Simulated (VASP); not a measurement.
Crystal: BN.

```
CELL_PARAMETERS angstrom
2.56200 0.00609 -0.01724
-1.27572 2.24801 0.00527
-0.05665 -0.01272 8.49326
ATOMIC_POSITIONS crystal
B 0.02346 0.03421 0.08949
B 0.00302 0.97761 0.59179
B 0.32235 0.67970 0.34804
B 0.69161 0.32115 0.85063
N 0.96416 0.96601 0.40158
N 0.99721 0.99696 0.90182
N 0.32209 0.65735 0.15426
N 0.67610 0.36701 0.66239
```

| Quantity | Value |
| --- | --- |
| Program | VASP 6.6.1 |
| Task | relaxation of cell and atoms |
| Functional | PBE |
| Potentials or basis | VASP PAW PBE potentials, release 64 (B, N) |
| Cutoff | 600 eV |
| k mesh | 6 × 6 × 2 |
| Occupations | gaussian, width 0.1 eV |
| Spin | no spin polarisation |

At the start: pressure -5.3 GPa; volume 6.12 Å³/atom.

How do energy, volume and symmetry change on relaxing?

Over 16 steps the energy falls by 111.1 meV/atom and the volume is 5.96 Å³/atom (-2.7 %); space group P6_3mc (No. 186, to 0.05 Å).

The path:
| step | energy change (eV) | largest force (eV/Å) | pressure (GPa) | volume (Å³) |
| --- | --- | --- | --- | --- |
| 1 | 0.0000 | 3.7377 | -5.32 | 48.98 |
| 2 | 0.3327 | 4.6778 | 6.35 | 47.54 |
| 3 | -0.8048 | 1.0242 | -4.84 | 48.34 |
| 4 | -0.8446 | 0.7824 | 4.37 | 47.15 |
| 5 | -0.8666 | 0.4277 | 0.71 | 47.58 |
| 6 | -0.8782 | 0.3117 | 0.38 | 47.62 |
| 7 | -0.8782 | 0.3131 | 0.38 | 47.62 |
| 8 | -0.8847 | 0.1894 | -0.44 | 47.73 |
| 9 | -0.8847 | 0.1963 | -0.47 | 47.73 |
| 10 | -0.8869 | 0.1337 | -0.04 | 47.67 |
| 11 | -0.8869 | 0.1166 | -0.11 | 47.68 |
| 12 | -0.8880 | 0.0564 | 0.22 | 47.64 |
| 13 | -0.8881 | 0.0684 | 0.28 | 47.63 |
| 14 | -0.8883 | 0.0411 | -0.07 | 47.68 |
| 15 | -0.8883 | 0.0333 | -0.01 | 47.67 |
| 16 | -0.8884 | 0.0172 | -0.08 | 47.68 |

Final structure:
```yaml
crystal:
  lattice:
    - [2.55889, 0.00000, 0.00010]
    - [-1.27951, 2.21581, -0.00002]
    - [0.00016, 0.00026, 8.40885]
  atoms:
    - { symbol: B, position: [0.99992, 0.99978, 0.09334] }
    - { symbol: B, position: [0.99970, 0.99960, 0.59341] }
    - { symbol: B, position: [0.33322, 0.66681, 0.34404] }
    - { symbol: B, position: [0.66704, 0.33378, 0.84410] }
    - { symbol: N, position: [0.99993, 0.00011, 0.40673] }
    - { symbol: N, position: [0.00051, 0.00030, 0.90674] }
    - { symbol: N, position: [0.33324, 0.66657, 0.15576] }
    - { symbol: N, position: [0.66644, 0.33304, 0.65589] }
```

Caveat: the k points lie up to 0.47 Å⁻¹ apart in the final cell.
